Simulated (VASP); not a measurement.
# LiBr (Fm-3m) in VASP: further runs, part 2 of 2

VASP 6.6.1. The steps go on from the part before.

## Step 3: Single point, PBE

This run uses another cell than the first one, of 20.92 Å³/atom, 0.970 times its volume.

The input, INCAR:

```
PREC     = Accurate       # precision mode
ENCUT    = 750            # plane-wave cutoff, eV
EDIFF    = 1E-6           # SCF threshold, eV
ISMEAR   = 0              # smearing method
SIGMA    = 0.02           # smearing width, eV
LREAL    = F              # projectors in reciprocal space
LASPH    = T              # aspherical terms in the spheres
NELM     = 120            # most SCF steps
ALGO     = Normal         # electronic algorithm
ISIF     = 2              # what is computed and relaxed
LWAVE    = F              # write WAVECAR
LCHARG   = T              # write CHGCAR
GGA      = PE             # functional
LELF     = T              # ELF
LVHAR    = T            
NBANDS   = 12             # bands
GGA_COMPAT= F
```

The input, KPOINTS:

```
Automatic mesh
0
Gamma
  8 8 8
```

The input, POSCAR:

```
LiBr
1.0
    0.0000000000      2.7552749197      2.7552749197
    2.7552749197      0.0000000000      2.7552749197
    2.7552749197      2.7552749197      0.0000000000
Li Br
1 1
Direct
    0.0000000000      0.0000000000      0.0000000000
    0.5000000000      0.5000000000      0.5000000000
```

Potentials or basis: VASP PAW PBE potentials, release 64 (Li_sv, Br).

On the command line:

```bash
> cat potpaw_PBE.64/Li_sv/POTCAR potpaw_PBE.64/Br/POTCAR > POTCAR
> mpirun -np 1 vasp_std > vasp.out
```

OUTCAR:

```text
PREC = Accurate
   ENCUT = 750
   EDIFF = 1E-6
   ISMEAR = 0
   LREAL = F
   LASPH = T
   NELM = 120
   ISIF = 2
   GGA = PE

 ion  position               nearest neighbor table
   1  0.000  0.000  0.000-
   2  0.500  0.500  0.500-

  LATTYP: Found a face centered cubic cell.
 ALAT       =     5.5105498394

  Lattice vectors:

 A1 = (   0.0000000000,   2.7552749197,   2.7552749197)
 A2 = (   2.7552749197,   0.0000000000,   2.7552749197)
 A3 = (   2.7552749197,   2.7552749197,   0.0000000000)

Analysis of symmetry for initial positions (statically):
=====================================================================
 Subroutine PRICEL returns:
 Original cell was already a primitive cell.

 Routine SETGRP: Setting up the symmetry group for a
 face centered cubic supercell.

 Subroutine GETGRP returns: Found 48 space group operations
 (whereof 48 operations were pure point group operations)
 out of a pool of 48 trial point group operations.

The static configuration has the point symmetry O_h .

Analysis of symmetry for dynamics (positions and initial velocities):
=====================================================================
 Subroutine PRICEL returns:
 Original cell was already a primitive cell.

 Routine SETGRP: Setting up the symmetry group for a
 face centered cubic supercell.

 Subroutine GETGRP returns: Found 48 space group operations
 (whereof 48 operations were pure point group operations)
 out of a pool of 48 trial point group operations.

The dynamic configuration has the point symmetry O_h .

 Subroutine INISYM returns: Found 48 space group operations
 (whereof 48 operations are pure point group operations),
 and found     1 'primitive' translations

----------------------------------------------------------------------------------------

                                     Primitive cell
[... 112 lines left out ...]
  volume/ion in A,a.u.               =      20.92       141.15
  Fermi-wavevector in a.u.,A,eV,Ry     =   1.016014  1.919989 14.045096  1.032285
  Thomas-Fermi vector in A             =   2.149334
   LORBIT       =      0    0 simple, 1 ext, 2 COOP (PROOUT), +10 PAW based schemes
   GGA     = PE    functional components
   LHFCALC =     F    Hartree Fock is set to
   AEXX    =    0.0000 exact exchange contribution
   IVDW    =     0    specifies the selected vdW correction
   LEPSILON=     F    determine dielectric tensor
   LRPA    =     F    only Hartree local field effects (RPA)
 non-spin polarized calculation
 Gauss-broadening in eV      SIGMA  =   0.02
  energy-cutoff  :      750.00
  volume of cell :       41.83
 maximum number of plane-waves:      1964
   NGX = 17   NGY = 17   NGZ = 17

 number of electron      10.0000001 magnetization

 Free energy of the ion-electron system (eV)
  ---------------------------------------------------
  ext. energy  EPLUGINS =         0.00000000
  ---------------------------------------------------
  free energy    TOTEN  =        -6.64150762 eV

  energy without entropy =       -6.64150762  energy(sigma->0) =       -6.64150762

 E-fermi :   0.4714     XC(G=0):  -8.4046

 val. band max:        0.2756237224   @ k =   0.0000   0.0000   0.0000
 cond. band min:       5.1957218708   @ k =   0.0000   0.0000   0.0000
 fundamental gap:      4.9200981485
 Fermi energy:         0.4714331240

 k-point     1 :       0.0000    0.0000    0.0000
  band No.  band energies     occupation
      1     -44.1296      2.00000
      2     -13.1393      2.00000
      3       0.2756      2.00000
      4       0.2756      2.00000
      5       0.2756      2.00000
      6       5.1957      0.00000
      7      10.7722      0.00000
      8      10.7722      0.00000
      9      10.7722      0.00000
     10      12.4937      0.00000
     11      12.4937      0.00000
     12      12.4937      0.00000
[... 331 lines left out ...]
 k-point    24 :      -0.3750    0.2500    0.1250
  band No.  band energies     occupation
      1     -44.1285      2.00000
      2     -12.5852      2.00000
      3      -2.2990      2.00000
      4      -1.0514      2.00000
      5      -0.3254      2.00000
      6       7.3235      0.00000
      7       8.1489      0.00000
      8       9.4765      0.00000
      9      10.9192      0.00000
     10      13.8100      0.00000
     11      14.2013      0.00000
     12      16.8117      0.00000

 [... further k-points ...]
[... 5 lines left out ...]
  --------------------------------------------------------------------------------------
  -------------------------------------------------------------------------------------
  Total       -0.0110700     -0.0110700     -0.0110700      0.0000000      0.0000000     -0.0000000
  in kB       -0.4239674     -0.4239674     -0.4239674      0.0000000      0.0000000     -0.0000000
  external PRESSURE =      -0.4239674 kB  Pullay stress =       0.0000000 kB

 VOLUME and BASIS-vectors are now :
 -----------------------------------------------------------------------------
  energy-cutoff  :      750.00
  volume of cell :       41.83
      direct lattice vectors                 reciprocal lattice vectors
     0.000000000  2.755274920  2.755274920    -0.181470094  0.181470094  0.181470094
     2.755274920  0.000000000  2.755274920     0.181470094 -0.181470094  0.181470094
     2.755274920  2.755274920  0.000000000     0.181470094  0.181470094 -0.181470094

 POSITION                                       TOTAL-FORCE (eV/Angst)
 -----------------------------------------------------------------------------------
      0.00000      0.00000      0.00000         0.000000     -0.000000      0.000000
      2.75527      2.75527      2.75527        -0.000000      0.000000     -0.000000
 -----------------------------------------------------------------------------------
    total drift:                                0.000000      0.000000      0.000000

  FREE ENERGIE OF THE ION-ELECTRON SYSTEM (eV)
  ---------------------------------------------------
  free  energy   TOTEN  =        -6.6415076160 eV

  energy  without entropy=       -6.6415076160  energy(sigma->0) =       -6.64150762
```

OSZICAR:

```text
N       E                     dE             d eps       ncg     rms          rms(c)
DAV:   1     0.497767134663E+02    0.49777E+02   -0.47363E+03   696   0.974E+02
DAV:   2    -0.306305596658E+01   -0.52840E+02   -0.50052E+02   848   0.150E+02
DAV:   3    -0.655805344388E+01   -0.34950E+01   -0.34819E+01   924   0.399E+01
DAV:   4    -0.666881205311E+01   -0.11076E+00   -0.11069E+00   972   0.671E+00
DAV:   5    -0.667012269495E+01   -0.13106E-02   -0.13103E-02   892   0.689E-01    0.195E+00
DAV:   6    -0.663669988801E+01    0.33423E-01   -0.64951E-02   904   0.117E+00    0.119E+00
DAV:   7    -0.663902285137E+01   -0.23230E-02   -0.38823E-02   956   0.104E+00    0.440E-01
DAV:   8    -0.664147926779E+01   -0.24564E-02   -0.44677E-03   828   0.446E-01    0.701E-02
DAV:   9    -0.664147173976E+01    0.75280E-05   -0.11127E-04   852   0.771E-02    0.282E-02
DAV:  10    -0.664150635057E+01   -0.34611E-04   -0.55459E-05   804   0.485E-02    0.156E-02
DAV:  11    -0.664150758172E+01   -0.12311E-05   -0.55792E-06   900   0.139E-02    0.337E-03
DAV:  12    -0.664150761597E+01   -0.34254E-07   -0.30077E-07   696   0.387E-03
   1 F= -.66415076E+01 E0= -.66415076E+01  d E =-.157346E-45
```

It took 48 s on 1 thread of Intel Xeon 8259CL, shared host; peak memory 0.21 GiB.

What came out:

```
Free energy            : -6.6415 eV
Pressure               : 0.0 GPa
Band gap on the k mesh : 4.92 eV, direct
```

PBE gaps usually lie below the measured ones, often by a third to a half.

## Step 4: Relaxation of cell and atoms, PBE

This run uses another cell than the first one, of 20.67 Å³/atom, 0.959 times its volume.

The input, INCAR:

```
SYSTEM = LiBr
PREC     = Accurate       ! precision mode
ENCUT    = 750            ! plane-wave cutoff, eV
EDIFF    = 1E-7           ! SCF threshold, eV
ISMEAR   = 0              ! smearing method
SIGMA    = 0.02           ! smearing width, eV
LREAL    = .FALSE.        ! projectors in reciprocal space
LASPH    = .TRUE.         ! aspherical terms in the spheres
NELM     = 120            ! most SCF steps
ALGO     = Normal         ! electronic algorithm
ISIF     = 3              ! what is computed and relaxed
LWAVE    = .FALSE.        ! write WAVECAR
LCHARG   = .FALSE.        ! write CHGCAR
GGA      = PE             ! functional
IBRION   = 2              ! ionic algorithm
NSW      = 100            ! ionic steps
EDIFFG   = -0.005         ! ionic threshold
GGA_COMPAT= .FALSE.      
NELMIN   = 4
```

The input, KPOINTS:

```
regular mesh
0
G
  8 8 8
  0 0 0
```

The input, POSCAR:

```
LiBr
1.0
    0.0000000000      2.7445000000      2.7445000000
    2.7445000000      0.0000000000      2.7445000000
    2.7445000000      2.7445000000      0.0000000000
Li Br
1 1
Direct
    0.0000000000      0.0000000000      0.0000000000
    0.5000000000      0.5000000000      0.5000000000
```

On the command line:

```bash
> cat potpaw_PBE.64/Li_sv/POTCAR potpaw_PBE.64/Br/POTCAR > POTCAR
> mpirun -np 1 vasp_std > vasp.out
```

Run time: 94 s. Hardware: 1 thread of Intel Xeon 8259CL, shared host; peak memory 0.22 GiB.

Results (log left out):

```yaml
Free_energy: -6.6414 eV
Relaxed_volume: 20.87 Å³/atom
Relaxed_cell: a = 3.894 Å, b = 3.894 Å, c = 3.894 Å, α = 60.00°, β = 60.00°, γ = 60.00°
Space_group_after_relaxing_to_0.05_Å: Fm-3m (No. 225)
Energy_gained_by_relaxing: 0.2 meV/atom
Ionic_steps: 4
Pressure_after_relaxing: 0.0 GPa
Band_gap_on_the_k_mesh: 4.93 eV, direct
```

Step by step:
| step | energy change (eV) | largest force (eV/Å) | pressure (GPa) | volume (Å³) |
| --- | --- | --- | --- | --- |
| 1 | 0.0000 | 0.0000 | 0.26 | 41.34 |
| 2 | -0.0002 | 0.0000 | 0.13 | 41.55 |
| 3 | -0.0003 | 0.0000 | -0.05 | 41.83 |
| 4 | -0.0003 | 0.0000 | 0.00 | 41.75 |

Final structure:
```xyz
2
Lattice="0.0000 2.7534 2.7534 2.7534 0.0000 2.7534 2.7534 2.7534 0.0000" Properties=species:S:1:pos:R:3 pbc="T T T"
Li    0.0000    0.0000    0.0000
Br    2.7534    2.7534    2.7534
```

Levels at points of the mesh, in eV from the valence-band top:
| k point | band 1 | band 2 | band 3 | band 4 | band 5 | band 6 | band 7 | band 8 | band 9 |
| --- | --- | --- | --- | --- | --- | --- | --- | --- | --- |
| (0.00, 0.00, 0.00) | -44.40 | -13.42 | 0.00 | 0.00 | 0.00 | 4.93 | 10.50 | 10.50 | 10.50 |
| (0.50, 0.00, 0.00) | -44.40 | -12.95 | -2.86 | -0.26 | -0.26 | 5.62 | 8.10 | 8.10 | 11.72 |
| (0.50, 0.50, 0.00) | -44.40 | -12.77 | -2.86 | -1.13 | -1.13 | 6.24 | 7.12 | 11.60 | 12.42 |

As with any semilocal functional, this PBE gap is likely too small. Zero-point motion and thermal expansion aren't in these numbers.

## Step 5: Overview

```csv
task,level,cell,gap on the mesh (eV),pressure (GPa)
single point,PBEsol,"a = 3.936 Å, angles 60.0°, 2 atoms",4.62,-2.0
single point,PBE,"a = 3.897 Å, angles 60.0°, 2 atoms",4.92,0.0
relaxation of cell and atoms,PBE,"relaxed from a = 3.881 Å, angles 60.0°, 2 atoms",4.93,0.0
```

Alike in all rows: potentials or basis VASP PAW PBE potentials, release 64 (Li_sv, Br); no spin polarisation; k mesh 8 × 8 × 8; cutoff (eV) 750; smearing gaussian 0.02 eV.

Caveats: the PAW data sets were made with another functional, which shifts forces and pressure a little (some runs).

Absolute energies hang on the potentials; compare differences alone.
